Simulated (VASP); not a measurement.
**LaTe: single point with LDA**

LaTe:

```xyz
2
Lattice="0.0642 3.2431 3.2431 3.2431 0.0642 3.2431 3.2431 3.2431 0.0642" Properties=species:S:1:pos:R:3 pbc="T T T"
La    0.0000    0.0000    0.0000
Te    3.2752    3.2752    3.2752
```

This cell differs from its parent crystal: equal xy, yz and zx shear strains of +2 %.

| Quantity | Value |
| --- | --- |
| Program | VASP 6.6.1 |
| Task | single point |
| Functional | LDA |
| Potentials or basis | VASP PAW LDA potentials, release 64 (La, Te) |
| Cutoff | 520 eV |
| k mesh | 10 × 10 × 10 |
| Occupations | fermi-dirac, width 0.08 eV |
| Spin | no spin polarisation |
| Dipole correction | no |
| Further INCAR settings | ALGO = Normal; EDIFF = 1e-06; NBANDS = 16 |

- Pressure: -2.1 GPa
- Band gap on the k mesh: zero (an odd number of electrons rules out a gap without spin polarisation)

Stress tensor (GPa, compression positive):
```
-2.12 -0.17 -0.17
-0.17 -2.12 -0.17
-0.17 -0.17 -2.12
```

Levels at points of the mesh, in eV from the Fermi level:
| k point | band 6 | band 7 | band 8 | band 9 | band 10 | band 11 |
| --- | --- | --- | --- | --- | --- | --- |
| (0.00, 0.00, 0.00) | -2.35 | -2.24 | -2.24 | -0.17 | 0.07 | 0.07 |
| (0.50, 0.00, 0.00) | -5.24 | -3.98 | -3.84 | 0.75 | 1.07 | 1.09 |
| (0.50, 0.50, 0.00) | -3.60 | -2.72 | -2.63 | -1.61 | 1.18 | 1.18 |
| (0.50, 0.50, 0.50) | -5.24 | -3.77 | -3.77 | 0.74 | 1.09 | 1.09 |

Run time: 2.5 min on 1 thread of Oxide Virtual Turin-like Processor (shared host), peak memory 0.26 GiB.

Caveat: the cell differs from its parent crystal (equal xy, yz and zx shear strains of +2 %); spin-orbit coupling is left out, which moves the levels of the heavy elements.
